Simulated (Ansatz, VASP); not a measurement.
# One calculation of Zr3Ag, two programs

```
Zr Ag
1.0
     4.41650    0.00000    0.00000
     0.00000    4.41650    0.00000
     0.00000    0.00000    4.41650
Zr Ag
3 1
Cartesian
  2.2082 2.2082 0.0000
  0.0000 2.2082 2.2082
  2.2082 0.0000 2.2082
  0.0000 0.0000 0.0000
```

Alike in both runs: task single point; functional LDA; k mesh 8 × 8 × 8; occupations gaussian, width 0.05 eV; no spin polarisation.

|  | VASP | Ansatz |
| --- | --- | --- |
| version | VASP 6.6.1 | Ansatz 0.2.0 |
| potentials or method | VASP PAW LDA potentials, release 64 (Zr_sv, Ag), cutoff 500 eV | scalar-relativistic, plane waves, PAW |
| valence electrons in the cell | 47 | 55 |

```csv
,VASP,Ansatz,Ansatz less VASP
gap on the k mesh at the Fermi level (eV),none,none,-
pressure (GPa),-7.8,-8.0,-0.15
```

LDA's correlation is that of Perdew and Zunger in VASP and of Perdew and Wang (1992) in Ansatz. A gap of «none» marks a metal or a gap that the smearing closes. VASP's potentials hold 47 valence electrons a cell and Ansatz's 55, so a difference there can come from the potentials and not from the codes.
